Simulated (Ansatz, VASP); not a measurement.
## TePb: VASP beside Ansatz

INCAR

```
SYSTEM = TePb
ALGO = Normal ; EDIFF = 1E-7
ENCUT = 520 ; GGA = PS
ISIF = 2 ; ISMEAR = -1
LASPH = .TRUE. ; LCHARG = .FALSE.
LREAL = .FALSE. ; LWAVE = .FALSE.
NBANDS = 17 ; NELM = 80
PREC = Accurate ; SIGMA = 0.05
```

File KPOINTS:

```
k-points
0
G
  6 6 6
  0 0 0
```

Contents of POSCAR:

```
TePb
1.0
   -0.0646200000      3.2310000000      3.2310000000
    3.2310000000     -0.0646200000      3.2310000000
    3.1663800000      3.1663800000      0.0000000000
Pb Te
1 1
Direct
    0.0000000000      0.0000000000      0.0000000000
    0.5000000000      0.5000000000      0.5000000000
```

Contents of input.yaml:

```yaml
crystal:
  lattice:
    - [-0.06462, 3.231, 3.231]
    - [3.231, -0.06462, 3.231]
    - [3.16638, 3.16638, 0.0]
  atoms:
    - { symbol: Pb, position: [0.0, 0.0, 0.0] }
    - { symbol: Te, position: [0.5, 0.5, 0.5] }
hamiltonian:
  xc: pbesol
  pseudopotentials: { kind: paw }
kpoints:
  mp_grid: { grid: [6, 6, 6] }
  band_path:
    path:
      - [[0.0, 0.0, 0.0], [-0.37005, -0.37005, -0.7401], [-0.49, -0.2501, -0.7401], [-0.5, 0.0, -0.5], [-0.25, 0.25, -0.5], [0.0, 0.0, -0.5], [0.37005, 0.37005, -0.2599], [0.5, 0.5, 0.0], [0.0, 0.0, 0.0], [-0.38005, 0.38005, 0.0], [0.0, 0.5, 0.0], [-0.25, 0.25, -0.5]]
      - [[-0.51, 0.2501, -0.2599], [-0.38005, 0.38005, 0.0]]
      - [[0.38005, 0.61995, 0.0], [0.5, 0.5, 0.0]]
    npoints: 14
scf:
  occupations: { method: fermi_dirac, width: 0.05 }
  n_extra_bands: 6
output:
  forces: true
  stress: true
  eigenvalues: true
  fatbands: true
```

Alike in both runs: functional PBEsol; k mesh 6 × 6 × 6; occupations fermi-dirac, width 0.05 eV; no spin polarisation.

|  | VASP | Ansatz |
| --- | --- | --- |
| version | VASP 6.6.1 | Ansatz 0.2.0 |
| potentials or method | VASP PAW PBE potentials, release 64 (Pb_d, Te) | Ansatz PAW |
| plane-wave cutoff (eV) | 520 | 420 |
| valence electrons in the cell | 20 | 30 |
| task | single point | band structure |

```csv
,VASP,Ansatz,Ansatz less VASP
gap on the k mesh at the Fermi level (eV),0.46,0.45,-0.003
least direct gap on the mesh (eV),0.64,0.63,-0.003
pressure (GPa),-0.4,-0.4,+0.02
"traceless stress, the component that is largest in VASP (GPa)",0.59,0.59,-0.001
```

VASP's potentials were made for PBE, not for PBEsol. With one functional, cell and mesh, what is left measures potentials, basis and numerics. VASP's potentials hold 20 valence electrons a cell and Ansatz's 30, so a difference there can come from the potentials and not from the codes.

Neither program's run includes spin-orbit coupling.
